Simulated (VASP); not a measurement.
Here is a VASP 6.6.1 calculation.

File INCAR:

```
PREC = Accurate
ENCUT = 600
EDIFF = 1E-6
ISMEAR = -1
SIGMA = 0.05
LREAL = False
LASPH = True
NELM = 100
ALGO = Normal
ISIF = 8
LWAVE = False
LCHARG = False
IBRION = 2
NSW = 60
EDIFFG = -0.03
```

File KPOINTS:

```
regular mesh
0
Gamma
  13 13 13
```

The input POSCAR:

```
Mo
1.0
    3.1500000000      0.0000000000      0.0000000000
    0.0000000000      3.1500000000      0.0000000000
    0.0000000000      0.0000000000      3.1500000000
Mo
2
Direct
    0.0000000000      0.0000000000      0.0000000000
    0.5000000000      0.5000000000      0.5000000000
```

Potentials or basis: VASP PAW LDA potentials, release 64 (Mo_sv).

Command:

```console
$ cat potpaw_LDA.64/Mo_sv/POTCAR > POTCAR
$ mpirun -np 1 vasp_std > vasp.out
```

Problem. Estimate the relaxed volume.

Solution. 15.12 Å³/atom.

Problem. Predict the relaxed cell.

Solution. a = 3.116 Å, b = 3.116 Å, c = 3.116 Å, α = 90.00°, β = 90.00°, γ = 90.00°.

Problem. What does it give for the space group after relaxing (to 0.1 Å)?

Solution. Im-3m (No. 229).

Step by step:
| step | energy change (eV) | largest force (eV/Å) | pressure (GPa) | volume (Å³) |
| --- | --- | --- | --- | --- |
| 1 | 0.0000 | 0.0000 | -9.01 | 31.26 |
| 2 | 0.2489 | 0.0000 | 34.65 | 27.45 |
| 3 | -0.0292 | 0.0000 | -0.37 | 30.28 |
| 4 | -0.0292 | 0.0000 | -0.05 | 30.25 |
